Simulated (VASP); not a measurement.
# Ti in VASP: single point with PBE

Aim: the single point of Ti with PBE.

Everything below comes from runs of VASP 6.6.1. Logs are shortened: lines on timing, memory, paths and dates and some standing lists are left out, and cuts for length are marked.

**1. The cell of the first run**

The cell holds a cluster in a box, 1 atom: a = 10.000 Å, b = 10.000 Å, c = 10.000 Å, α = 90.00°, β = 90.00°, γ = 90.00°.

**2. Single point, PBE, collinear spin, ferromagnetic start**

INCAR

```
  PREC = Accurate
  ENCUT = 400
  EDIFF = 1E-6
  ISMEAR = -1
  SIGMA = 0.05
  LREAL = False
  LASPH = True
  NELM = 200
  ALGO = Normal
  ISIF = 2
  LWAVE = False
  LCHARG = False
  ISPIN = 2
  MAGMOM = 2
  LORBIT = 11
  LMAXMIX = 4
  GGA = PE
  NBANDS = 16
  GGA_COMPAT = False
```

KPOINTS

```
regular mesh
0
Gamma
  1 1 1
```

POSCAR

```
Ti
1.0
   10.0000000000      0.0000000000      0.0000000000
    0.0000000000     10.0000000000      0.0000000000
    0.0000000000      0.0000000000     10.0000000000
Ti
1
Direct
    0.0000000000      0.0000000000      0.0000000000
```

Potentials or basis: VASP PAW PBE potentials, release 64 (Ti_sv).

On the command line:

```bash
$ cat potpaw_PBE.64/Ti_sv/POTCAR > POTCAR
$ mpirun -np 1 vasp_gam > vasp.out
```

OUTCAR:

```text
PREC = Accurate
   ENCUT = 400
   EDIFF = 1E-6
   ISMEAR = -1
   LREAL = False
   LASPH = True
   NELM = 200
   ISIF = 2
   ISPIN = 2
   LORBIT = 11
   GGA = PE

 ion  position               nearest neighbor table
   1  0.000  0.000  0.000-

  LATTYP: Found a simple cubic cell.
 ALAT       =    10.0000000000

  Lattice vectors:

 A1 = (  10.0000000000,   0.0000000000,   0.0000000000)
 A2 = (   0.0000000000,  10.0000000000,   0.0000000000)
 A3 = (   0.0000000000,   0.0000000000,  10.0000000000)

Analysis of symmetry for initial positions (statically):
=====================================================================
 Subroutine PRICEL returns:
 Original cell was already a primitive cell.

 Routine SETGRP: Setting up the symmetry group for a
 simple cubic supercell.

 Subroutine GETGRP returns: Found 48 space group operations
 (whereof 48 operations were pure point group operations)
 out of a pool of 48 trial point group operations.

The static configuration has the point symmetry O_h .

Analysis of symmetry for dynamics (positions and initial velocities):
=====================================================================
 Subroutine PRICEL returns:
 Original cell was already a primitive cell.

 Routine SETGRP: Setting up the symmetry group for a
 simple cubic supercell.

 Subroutine GETGRP returns: Found 48 space group operations
 (whereof 48 operations were pure point group operations)
 out of a pool of 48 trial point group operations.

The dynamic configuration has the point symmetry O_h .

Analysis of structural, dynamic, and magnetic symmetry:
=====================================================================
 Subroutine PRICEL returns:
 Original cell was already a primitive cell.

 Routine SETGRP: Setting up the symmetry group for a
 simple cubic supercell.

 Subroutine GETGRP returns: Found 48 space group operations
 (whereof 48 operations were pure point group operations)
 out of a pool of 48 trial point group operations.

The overall configuration has the point symmetry O_h .

 Subroutine INISYM returns: Found 48 space group operations
 (whereof 48 operations are pure point group operations),
 and found     1 'primitive' translations

----------------------------------------------------------------------------------------

                                     Primitive cell

  volume of cell :    1000.0000

  direct lattice vectors                    reciprocal lattice vectors
    10.000000000  0.000000000  0.000000000     0.100000000  0.000000000  0.000000000
     0.000000000 10.000000000  0.000000000     0.000000000  0.100000000  0.000000000
     0.000000000  0.000000000 10.000000000     0.000000000  0.000000000  0.100000000

  length of vectors
    10.000000000 10.000000000 10.000000000     0.100000000  0.100000000  0.100000000

  position of ions in fractional coordinates (direct lattice)
     0.000000000  0.000000000  0.000000000

  ion indices of the primitive-cell ions
   primitive index   ion index
                 1           1

----------------------------------------------------------------------------------------

 KPOINTS: regular mesh

Automatic generation of k-mesh.
 Grid dimensions read from file:
 generate k-points for:    1    1    1

 Generating k-lattice:

  Cartesian coordinates                     Fractional coordinates (reciprocal lattice)
     0.100000000  0.000000000  0.000000000     1.000000000  0.000000000  0.000000000
     0.000000000  0.100000000  0.000000000     0.000000000  1.000000000  0.000000000
     0.000000000  0.000000000  0.100000000     0.000000000  0.000000000  1.000000000

  Length of vectors
     0.100000000  0.100000000  0.100000000

  Shift w.r.t. Gamma in fractional coordinates (k-lattice)
     0.000000000  0.000000000  0.000000000

 Subroutine IBZKPT returns following result:
 ===========================================

 Found      1 irreducible k-points:

 Following reciprocal coordinates:
            Coordinates               Weight
  0.000000  0.000000  0.000000      1.000000
   k-points           NKPTS =      1   k-points in BZ     NKDIM =      1   number of bands    NBANDS=     16
   number of dos      NEDOS =    301   number of ions     NIONS =      1
   total plane-waves  NPLWV = 343000
   dimension x,y,z NGX =    70 NGY =   70 NGZ =   70
   dimension x,y,z NGXF=   140 NGYF=  140 NGZF=  140
   ions per type =               1
   NGX,Y,Z   is equivalent  to a cutoff of  11.64, 11.64, 11.64 a.u.
   NGXF,Y,Z  is equivalent  to a cutoff of  23.27, 23.27, 23.27 a.u.
 SYSTEM =  unknown system
   PREC   = accura    normal or accurate (medium, high low for compatibility)
   ISTART =      0    job   : 0-new  1-cont  2-samecut
   ICHARG =      2    charge: 1-file 2-atom 10-const
   ISPIN  =      2    spin polarized calculation?
   LNONCOLLINEAR =      F non collinear calculations
   LSORBIT =      F    spin-orbit coupling
   LASPH  =      T    aspherical Exc in radial PAW
   ENCUT  =  400.0 eV  29.40 Ry    5.42 a.u.  16.31 16.31 16.31*2*pi/ulx,y,z
   NELM   =    200;   NELMIN=  2; NELMDL= -5     # of ELM steps
   EDIFF  = 0.1E-05   stopping-criterion for ELM
   LREAL  =      F    real-space projection
   EDIFFG = 0.1E-04   stopping-criterion for IOM
   NSW    =      0    number of steps for IOM
   IBRION =     -1    ionic relax: 0-MD 1-quasi-New 2-CG
   NFREE  =      0    steps in history (QN), initial steepest desc. (CG)
   ISIF   =      2    stress and relaxation
   ISYM   =      2    0-nonsym 1-usesym 2-fastsym
   POTIM  = 0.5000    time-step for ionic-motion
   TEBEG  =    0.0;   TEEND  =   0.0 temperature during run
   PSTRESS=    0.0 pullay stress
   NELECT =      12.0000    total number of electrons
   NUPDOWN=      -1.0000    fix difference up-down
   EMIN   =  10.00;   EMAX   =-10.00  energy-range for DOS
   EFERMI =   0.00;   METHOD = LEGACY
   ISMEAR =    -1;   SIGMA  =   0.05  broadening in eV -4-tet -1-fermi 0-gaus
   EFERMI_NEDOS =   21; number of points for ismear=-14 and -15
   IALGO  =     38    algorithm
   IMIX   =      4    mixing-type and parameters
     AMIX     =   0.40;   BMIX     =  1.00
     AMIX_MAG =   1.60;   BMIX_MAG =  1.00
  volume/ion in A,a.u.               =    1000.00      6748.33
  Fermi-wavevector in a.u.,A,eV,Ry     =   0.374802  0.708273  1.911299  0.140477
  Thomas-Fermi vector in A             =   1.305434
   LORBIT       =     11    0 simple, 1 ext, 2 COOP (PROOUT), +10 PAW based schemes
   GGA     = PE    functional components
   LHFCALC =     F    Hartree Fock is set to
   AEXX    =    0.0000 exact exchange contribution
   IVDW    =     0    specifies the selected vdW correction
   LEPSILON=     F    determine dielectric tensor
   LRPA    =     F    only Hartree local field effects (RPA)
 spin polarized calculation
  energy-cutoff  :      400.00
  volume of cell :     1000.00
 maximum number of plane-waves:      9019
 NGX is ok and might be reduce to    70
   NGX = 33   NGY = 33   NGZ = 33

 number of electron      11.9999993 magnetization       3.3156808

 Free energy of the ion-electron system (eV)
  ---------------------------------------------------
  ext. energy  EPLUGINS =         0.00000000
  ---------------------------------------------------
  free energy    TOTEN  =        -2.29456584 eV

  energy without entropy =       -2.08966365  energy(sigma->0) =       -2.19211475

 E-fermi :  -2.8620     XC(G=0):  -1.2519

 val. band max:       -2.8680739009   @ k =   0.0000   0.0000   0.0000
 cond. band min:      -2.8292782214   @ k =   0.0000   0.0000   0.0000
 fundamental gap:      0.0387956795
 Fermi energy:        -2.8620096470

 spin component 1

 k-point     1 :       0.0000    0.0000    0.0000
  band No.  band energies     occupation
      1     -60.5453      1.00000
      2     -36.8987      1.00000
      3     -36.8987      1.00000
      4     -36.8987      1.00000
      5      -4.0780      1.00000
      6      -2.8685      0.53249
      7      -2.8685      0.53249
      8      -2.8685      0.53249
      9      -2.8681      0.53028
     10      -2.8681      0.53028
     11      -1.1124      0.00000
     12      -1.1124      0.00000
     13      -1.1124      0.00000
     14      -0.2701      0.00000
     15       0.6864      0.00000
     16       0.6864      0.00000
 Fermi energy:        -2.8620096470

 spin component 2

 k-point     1 :       0.0000    0.0000    0.0000
  band No.  band energies     occupation
      1     -58.4488      1.00000
      2     -34.7989      1.00000
      3     -34.7989      1.00000
      4     -34.7989      1.00000
      5      -2.8293      0.34195
      6      -0.9634      0.00000
      7      -0.9634      0.00000
      8      -0.9462      0.00000
      9      -0.9462      0.00000
     10      -0.9462      0.00000
     11      -0.2386      0.00000
     12      -0.2386      0.00000
     13      -0.2386      0.00000
     14      -0.0600      0.00000
     15       0.9516      0.00000
     16       0.9516      0.00000

------------------------ aborting loop because EDIFF is reached ----------------------------------------

  FORCE on cell =-STRESS in cart. coord.  units (eV):
  Direction    XX          YY          ZZ          XY          YZ          ZX
  --------------------------------------------------------------------------------------
  -------------------------------------------------------------------------------------
  Total       -0.1333633     -0.1333633     -0.1333633      0.0000000      0.0000000     -0.0000000
  in kB       -0.2136717     -0.2136717     -0.2136717      0.0000000      0.0000000     -0.0000000
  external PRESSURE =      -0.2136717 kB  Pullay stress =       0.0000000 kB

 VOLUME and BASIS-vectors are now :
 -----------------------------------------------------------------------------
  energy-cutoff  :      400.00
  volume of cell :     1000.00
      direct lattice vectors                 reciprocal lattice vectors
    10.000000000  0.000000000  0.000000000     0.100000000  0.000000000  0.000000000
     0.000000000 10.000000000  0.000000000     0.000000000  0.100000000  0.000000000
     0.000000000  0.000000000 10.000000000     0.000000000  0.000000000  0.100000000

 POSITION                                       TOTAL-FORCE (eV/Angst)
 -----------------------------------------------------------------------------------
      0.00000      0.00000      0.00000         0.000000      0.000000      0.000000
 -----------------------------------------------------------------------------------
    total drift:                                0.000000      0.000000      0.000000

  FREE ENERGIE OF THE ION-ELECTRON SYSTEM (eV)
  ---------------------------------------------------
  free  energy   TOTEN  =        -2.2945658440 eV

  energy  without entropy=       -2.0896636517  energy(sigma->0) =       -2.19211475

 total charge

# of ion       s       p       d       tot
------------------------------------------
    1        2.216   5.914   2.059  10.188

 magnetization (x)

# of ion       s       p       d       tot
------------------------------------------
    1        0.126   0.002   2.059   2.188
```

Run time: 3.4 min. Hardware: 1 thread of AMD EPYC 7R13, shared host; peak memory 0.86 GiB.

What came out:

- Free energy: -2.2946 eV
- Gap between the frontier levels: 0.04 eV
- Net moment: 3.32 μB per cell
- Site moments: Ti +2.19 μB
- Valence electrons inside the program's atomic spheres: Ti 10.19
